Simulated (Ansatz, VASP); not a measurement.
## ZnO in VASP and in Ansatz

```xyz
2
Lattice="2.6462 0.0000 0.0000 0.0000 2.6462 0.0000 0.0000 0.0000 2.6462" Properties=species:S:1:pos:R:3 pbc="T T T"
Zn    0.0000    0.0000    0.0000
O     1.3231    1.3231    1.3231
```

Alike in both runs: task single point; functional r2SCAN; k mesh 6 × 6 × 6; occupations fermi-dirac, width 0.02 eV; no spin polarisation.

|  | VASP | Ansatz |
| --- | --- | --- |
| version | VASP 6.6.1 | Ansatz 0.2.0 |
| potentials or method | VASP PAW PBE potentials, release 64 (Zn, O_h) | plane waves |
| plane-wave cutoff (eV) | 1480 | 500 |
| valence electrons in the cell | 18 | 18 |

Ansatz gave:

- pressure (GPa): 0.1

Question: What did VASP give for the same quantities?

Answer: Pressure (GPa): 1.7.

VASP's potentials were made for PBE, not for r2SCAN.

The k mesh is coarse, so the values compare programs but aren't converged.
